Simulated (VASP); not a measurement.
**SiO2: single point with PBE**

The system is SiO2.

```
CELL_PARAMETERS angstrom
4.23612 0.00000 0.00000
0.00000 4.23612 0.00000
0.00000 0.00000 2.58286
ATOMIC_POSITIONS crystal
Si 0.50000 0.50000 0.50000
Si 0.00000 0.00000 0.00000
O 0.69302 0.69302 0.00000
O 0.19302 0.80698 0.50000
O 0.30698 0.30698 0.00000
O 0.80698 0.19302 0.50000
```

This cell differs from its parent crystal: strain +0.000 along x and y, -0.040 along z.

```json
{
  "Program": "VASP 6.6.1",
  "Task": "single point",
  "Functional": "PBE",
  "Potentials or basis": "VASP PAW PBE potentials, release 64 (Si, O)",
  "Cutoff": "520 eV",
  "k mesh": "6 × 6 × 8",
  "Occupations": "gaussian, width 0.05 eV",
  "Spin": "no spin polarisation"
}
```

The pressure is 16.1 GPa. The largest force is 0.094 eV/Å and the band gap on the k mesh is 5.89 eV, direct.

Forces in eV/Å, atoms in the order of the input:
```
Si   0.000  0.000  0.000
Si   0.000  0.000  0.000
O    0.067  0.067  0.000
O    0.067 -0.067  0.000
O   -0.067 -0.067  0.000
O   -0.067  0.067  0.000
```

Stress tensor (GPa, compression positive):
```
 7.77  0.00  0.00
 0.00  7.77  0.00
 0.00  0.00 32.74
```

Levels at points of the mesh, in eV from the valence-band top:
```csv
k point,band 13,band 14,band 15,band 16,band 17,band 18,band 19,band 20
"(0.00, 0.00, 0.00)",-2.31,-0.90,-0.90,0.00,5.89,7.48,9.22,9.22
"(0.50, 0.00, 0.00)",-2.48,-2.48,-1.12,-1.12,8.21,8.21,9.77,9.77
"(0.50, 0.50, 0.00)",-2.50,-2.50,-2.41,-2.41,7.90,7.90,10.64,10.64
"(0.00, 0.00, 0.50)",-2.90,-2.90,-2.69,-2.69,9.13,9.13,12.34,12.34
"(0.50, 0.00, 0.50)",-2.35,-2.35,-1.74,-1.74,8.82,8.82,9.56,9.56
"(0.50, 0.50, 0.50)",-1.87,-1.87,-1.54,-1.54,7.20,7.20,10.89,10.89
```

Wall time 20 s on 1 thread of Intel(R) Xeon(R) 6975P-C (Granite Rapids), on a shared host, peak memory 0.17 GiB.

Caveat: the cell differs from its parent crystal (strain +0.000 along x and y, -0.040 along z). A k mesh can miss the band edges.
